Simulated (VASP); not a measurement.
# LuBeSi4 (P4/mmm) in VASP: a series of runs, part 2 of 2

VASP 6.6.1. Earlier steps stand in the parts before.

## Step 3: Relaxation of cell and atoms, PBE

This run uses another cell than the first one, of 16.42 Å³/atom.

INCAR

```
ALGO = Normal
EDIFF = 1E-7
EDIFFG = -0.01
ENCUT = 600
GGA = PE
IBRION = 2
ISIF = 3
ISMEAR = 0
LASPH = T
LCHARG = F
LREAL = F
LWAVE = F
NELM = 80
NSW = 100
PREC = Accurate
SIGMA = 0.1
```

KPOINTS

```
k-points
0
Gamma
  10 10 6
```

POSCAR

```
LuBeSi4
1.0
    3.6457246143      0.0000000000      0.0000000000
    0.0000000000      3.6457246143      0.0000000000
    0.0000000000      0.0000000000      7.4123859760
Lu Be Si
1 1 4
Direct
    0.0000000000      0.0000000000      0.5000000000
    0.5000000000      0.5000000000      0.0000000000
    0.0000000000      0.5000000000      0.8006811356
    0.5000000000      0.0000000000      0.8006811356
    0.0000000000      0.5000000000      0.1993188644
    0.5000000000      0.0000000000      0.1993188644
```

Potentials or basis: VASP PAW PBE potentials, release 64 (Lu, Be, Si).

Started as:

```console
$ cat potpaw_PBE.64/Lu/POTCAR potpaw_PBE.64/Be/POTCAR potpaw_PBE.64/Si/POTCAR > POTCAR
$ mpirun -np 1 vasp_std > vasp.out
```

OUTCAR:

```text
EDIFF = 1E-7
   EDIFFG = -0.01
   ENCUT = 600
   GGA = PE
   IBRION = 2
   ISIF = 3
   ISMEAR = 0
   LASPH = T
   LREAL = F
   NELM = 80
   NSW = 100
   PREC = Accurate

 ion  position               nearest neighbor table
   1  0.000  0.000  0.500-   3 2.88   4 2.88   5 2.88   6 2.88   3 2.88   5 2.88   4 2.88   6 2.88

   2  0.500  0.500  0.000-   3 2.35   4 2.35   5 2.35   6 2.35   4 2.35   6 2.35   3 2.35   5 2.35

   3  0.000  0.500  0.801-   2 2.35   2 2.35   4 2.58   4 2.58   4 2.58   4 2.58   1 2.88   1 2.88
                             5 2.95
   4  0.500  0.000  0.801-   2 2.35   2 2.35   3 2.58   3 2.58   3 2.58   3 2.58   1 2.88   1 2.88
                             6 2.95
   5  0.000  0.500  0.199-   2 2.35   2 2.35   6 2.58   6 2.58   6 2.58   6 2.58   1 2.88   1 2.88
                             3 2.95
   6  0.500  0.000  0.199-   2 2.35   2 2.35   5 2.58   5 2.58   5 2.58   5 2.58   1 2.88   1 2.88
                             4 2.95

  LATTYP: Found a simple tetragonal cell.
 ALAT       =     3.6457246143
 C/A-ratio  =     2.0331722113

  Lattice vectors:

 A1 = (   3.6457246143,   0.0000000000,   0.0000000000)
 A2 = (   0.0000000000,   3.6457246143,   0.0000000000)
 A3 = (   0.0000000000,   0.0000000000,   7.4123859760)

Analysis of symmetry for initial positions (statically):
=====================================================================
 Subroutine PRICEL returns:
 Original cell was already a primitive cell.

 Routine SETGRP: Setting up the symmetry group for a
 simple tetragonal supercell.

 Subroutine GETGRP returns: Found 16 space group operations
 (whereof 16 operations were pure point group operations)
 out of a pool of 16 trial point group operations.

The static configuration has the point symmetry D_4h.

Analysis of symmetry for dynamics (positions and initial velocities):
=====================================================================
 Subroutine PRICEL returns:
 Original cell was already a primitive cell.

 Routine SETGRP: Setting up the symmetry group for a
 simple tetragonal supercell.

 Subroutine GETGRP returns: Found 16 space group operations
 (whereof 16 operations were pure point group operations)
 out of a pool of 16 trial point group operations.

The dynamic configuration has the point symmetry D_4h.

 Subroutine INISYM returns: Found 16 space group operations
 (whereof 16 operations are pure point group operations),
 and found     1 'primitive' translations

----------------------------------------------------------------------------------------

                                     Primitive cell

  volume of cell :      98.5203

  direct lattice vectors                    reciprocal lattice vectors
     3.645724614  0.000000000  0.000000000     0.274293894  0.000000000  0.000000000
     0.000000000  3.645724614  0.000000000     0.000000000  0.274293894  0.000000000
     0.000000000  0.000000000  7.412385976     0.000000000  0.000000000  0.134909327

  length of vectors
     3.645724614  3.645724614  7.412385976     0.274293894  0.274293894  0.134909327

  position of ions in fractional coordinates (direct lattice)
     0.000000000  0.000000000  0.500000000
     0.500000000  0.500000000  0.000000000
     0.000000000  0.500000000  0.800681136
     0.500000000  0.000000000  0.800681136
     0.000000000  0.500000000  0.199318864
[... 65 lines left out ...]
   number of dos      NEDOS =    301   number of ions     NIONS =      6
   total plane-waves  NPLWV =  54000
   dimension x,y,z NGX =    30 NGY =   30 NGZ =   60
   dimension x,y,z NGXF=    60 NGYF=   60 NGZF=  120
   ions per type =               1   1   4
   NGX,Y,Z   is equivalent  to a cutoff of  13.68, 13.68, 13.46 a.u.
   NGXF,Y,Z  is equivalent  to a cutoff of  27.36, 27.36, 26.91 a.u.
 SYSTEM =  unknown system
   PREC   = accura    normal or accurate (medium, high low for compatibility)
   ISTART =      0    job   : 0-new  1-cont  2-samecut
   ICHARG =      2    charge: 1-file 2-atom 10-const
   ISPIN  =      1    spin polarized calculation?
   LNONCOLLINEAR =      F non collinear calculations
   LSORBIT =      F    spin-orbit coupling
   LASPH  =      T    aspherical Exc in radial PAW
   ENCUT  =  600.0 eV  44.10 Ry    6.64 a.u.   7.28  7.28 14.80*2*pi/ulx,y,z
   NELM   =     80;   NELMIN=  2; NELMDL= -5     # of ELM steps
   EDIFF  = 0.1E-06   stopping-criterion for ELM
   LREAL  =      F    real-space projection
   EDIFFG = -.1E-01   stopping-criterion for IOM
   NSW    =    100    number of steps for IOM
   IBRION =      2    ionic relax: 0-MD 1-quasi-New 2-CG
   NFREE  =      1    steps in history (QN), initial steepest desc. (CG)
   ISIF   =      3    stress and relaxation
   ISYM   =      2    0-nonsym 1-usesym 2-fastsym
   POTIM  = 0.5000    time-step for ionic-motion
   TEBEG  =    0.0;   TEEND  =   0.0 temperature during run
   PSTRESS=    0.0 pullay stress
   NELECT =      43.0000    total number of electrons
   NUPDOWN=      -1.0000    fix difference up-down
   EMIN   =  10.00;   EMAX   =-10.00  energy-range for DOS
   EFERMI =   0.00;   METHOD = LEGACY
   ISMEAR =     0;   SIGMA  =   0.10  broadening in eV -4-tet -1-fermi 0-gaus
   EFERMI_NEDOS =   21; number of points for ismear=-14 and -15
   IALGO  =     38    algorithm
   IMIX   =      4    mixing-type and parameters
     AMIX     =   0.40;   BMIX     =  1.00
     AMIX_MAG =   1.60;   BMIX_MAG =  1.00
  volume/ion in A,a.u.               =      16.42       110.81
  Fermi-wavevector in a.u.,A,eV,Ry     =   1.241812  2.346684 20.981493  1.542096
  Thomas-Fermi vector in A             =   2.376193
   LORBIT       =      0    0 simple, 1 ext, 2 COOP (PROOUT), +10 PAW based schemes
   GGA     = PE    functional components
   LHFCALC =     F    Hartree Fock is set to
   AEXX    =    0.0000 exact exchange contribution
   IVDW    =     0    specifies the selected vdW correction
   LEPSILON=     F    determine dielectric tensor
   LRPA    =     F    only Hartree local field effects (RPA)
 conjugate gradient relaxation of ions
 non-spin polarized calculation
 Gauss-broadening in eV      SIGMA  =   0.10
  energy-cutoff  :      600.00
  volume of cell :       98.52
 maximum number of plane-waves:      3312
 NGX is ok and might be reduce to    30
   NGX = 15   NGY = 15   NGZ = 29

--------------------------------------- Ionic step        1  -------------------------------------------

 number of electron      43.0000000 magnetization

 Free energy of the ion-electron system (eV)
  ---------------------------------------------------
  ext. energy  EPLUGINS =         0.00000000
  ---------------------------------------------------
  free energy    TOTEN  =       -30.26582329 eV

  energy without entropy =      -30.25749942  energy(sigma->0) =      -30.26166135

------------------------ aborting loop because EDIFF is reached ----------------------------------------

  FORCE on cell =-STRESS in cart. coord.  units (eV):
  Direction    XX          YY          ZZ          XY          YZ          ZX
  --------------------------------------------------------------------------------------
  -------------------------------------------------------------------------------------
  Total        0.3170576      0.3170576     -0.1649318      0.0000000      0.0000000     -0.0000000
  in kB        5.1561203      5.1561203     -2.6821888      0.0000000      0.0000000     -0.0000000
  external PRESSURE =       2.5433506 kB  Pullay stress =       0.0000000 kB
[... 267 lines left out ...]
--------------------------------------- Ionic step        8  -------------------------------------------

 number of electron      42.9999997 magnetization

 Free energy of the ion-electron system (eV)
  ---------------------------------------------------
  ext. energy  EPLUGINS =         0.00000000
  ---------------------------------------------------
  free energy    TOTEN  =       -30.26771566 eV

  energy without entropy =      -30.25886585  energy(sigma->0) =      -30.26329075

 E-fermi :   6.7507     XC(G=0): -10.6941

 val. band max:        6.7395736394   @ k =   0.3000   0.1000   0.5000
 cond. band min:       6.7509282997   @ k =   0.5000   0.0000   0.0000
 fundamental gap:      0.0113546602
 Fermi energy:         6.7506626029

 k-point     1 :       0.0000    0.0000    0.0000
  band No.  band energies     occupation
      1     -49.0839      2.00000
      2     -19.8645      2.00000
      3     -19.7092      2.00000
      4     -19.7092      2.00000
      5      -5.9915      2.00000
      6      -4.1130      2.00000
[... 661 lines left out ...]
     24       8.9966      0.00000
     25       9.1189      0.00000

 [... further k-points ...]

------------------------ aborting loop because EDIFF is reached ----------------------------------------

  FORCE on cell =-STRESS in cart. coord.  units (eV):
  Direction    XX          YY          ZZ          XY          YZ          ZX
  --------------------------------------------------------------------------------------
  -------------------------------------------------------------------------------------
  Total        0.0145761      0.0145761      0.0101589      0.0000000     -0.0000000      0.0000000
  in kB        0.2363613      0.2363613      0.1647339      0.0000000     -0.0000000      0.0000000
  external PRESSURE =       0.2124855 kB  Pullay stress =       0.0000000 kB
[... 21 lines left out ...]
  FREE ENERGIE OF THE ION-ELECTRON SYSTEM (eV)
  ---------------------------------------------------
  free  energy   TOTEN  =       -30.2677156557 eV

  energy  without entropy=      -30.2588658523  energy(sigma->0) =      -30.26329075

 reached required accuracy - stopping structural energy minimisation
```

CONTCAR:

```text
LuBeSi4
   1.00000000000000
     3.6626883294744088   -0.0000000000000000    0.0000000000000000
    -0.0000000000000000    3.6626883294744088   -0.0000000000000000
     0.0000000000000000    0.0000000000000000    7.3650455188212929
  Lu              Be              Si
     1     1     4
Direct
     0.0000000000000000    0.0000000000000000    0.5000000000000000
     0.5000000000000000    0.5000000000000000    0.0000000000000000
     0.0000000000000000    0.5000000000000000    0.8012868131645562
     0.5000000000000000    1.0000000000000000    0.8012868131645562
     0.0000000000000000    0.5000000000000000    0.1987131868354437
     0.5000000000000000    0.0000000000000000    0.1987131868354437

  0.00000000E+00  0.00000000E+00  0.00000000E+00
  0.00000000E+00  0.00000000E+00  0.00000000E+00
  0.00000000E+00  0.00000000E+00  0.00000000E+00
  0.00000000E+00  0.00000000E+00  0.00000000E+00
  0.00000000E+00  0.00000000E+00  0.00000000E+00
  0.00000000E+00  0.00000000E+00  0.00000000E+00
```

Run time: 14 min. Hardware: 1 thread of Intel Xeon Platinum 8488C (Sapphire Rapids), shared host; peak memory 0.43 GiB.

What came out:

```
Free energy                           : -30.2677 eV
Relaxed volume                        : 16.47 Å³/atom
Relaxed cell                          : a = 3.663 Å, b = 3.663 Å, c = 7.365 Å, α = 90.00°, β = 90.00°, γ = 90.00°
Space group after relaxing (to 0.1 Å) : P4/mmm (No. 123)
Energy gained by relaxing             : 0.3 meV/atom
Ionic steps                           : 8
Pressure after relaxing               : 0.0 GPa
Band gap on the k mesh                : zero (an odd number of electrons rules out a gap without spin polarisation)
```

The path:
```tsv
step	energy change (eV)	largest force (eV/Å)	pressure (GPa)	volume (Å³)
1	0.0000	0.0064	0.25	98.52
2	-0.0012	0.0075	-0.09	98.89
3	-0.0013	0.0135	-0.23	99.05
4	-0.0017	0.0207	-0.04	98.85
5	-0.0017	0.0240	0.04	98.76
6	-0.0017	0.0227	0.02	98.80
7	-0.0018	0.0153	0.01	98.80
8	-0.0019	0.0004	0.02	98.80
```

Final structure:
```
Lu Be Si
1.0
     3.66269    0.00000    0.00000
     0.00000    3.66269    0.00000
     0.00000    0.00000    7.36505
Lu Be Si
1 1 4
Cartesian
  0.0000 0.0000 3.6825
  1.8313 1.8313 0.0000
  0.0000 1.8313 5.9015
  1.8313 3.6627 5.9015
  0.0000 1.8313 1.4635
  1.8313 0.0000 1.4635
```

Levels at points of the mesh, in eV from the Fermi level:
| k point | band 18 | band 19 | band 20 | band 21 | band 22 | band 23 | band 24 | band 25 |
| --- | --- | --- | --- | --- | --- | --- | --- | --- |
| (0.00, 0.00, 0.00) | -2.12 | -2.12 | -1.37 | -0.86 | -0.59 | -0.58 | 1.45 | 2.11 |
| (0.50, 0.00, 0.00) | -1.75 | -1.36 | -0.40 | -0.16 | 0.00 | 0.75 | 1.06 | 1.64 |
| (0.50, 0.50, 0.00) | -4.65 | -4.39 | -2.25 | -2.25 | -1.05 | 0.75 | 0.75 | 0.91 |
| (0.00, 0.00, 0.50) | -2.82 | -2.26 | -1.60 | -1.60 | -0.10 | 1.24 | 1.65 | 1.65 |
| (0.50, 0.00, 0.50) | -1.66 | -1.57 | -1.15 | -0.72 | 0.27 | 0.96 | 0.97 | 1.46 |
| (0.50, 0.50, 0.50) | -4.63 | -4.63 | -2.87 | -2.87 | -0.05 | 1.32 | 1.32 | 1.40 |

Caveat: spin-orbit coupling is left out, which moves the levels of the heavy elements; an odd number of electrons without spin polarisation forces a metal; a magnetic or distorted state may lie lower.

The gap in the log of VASP goes by the Fermi energy; the results here count the filled bands.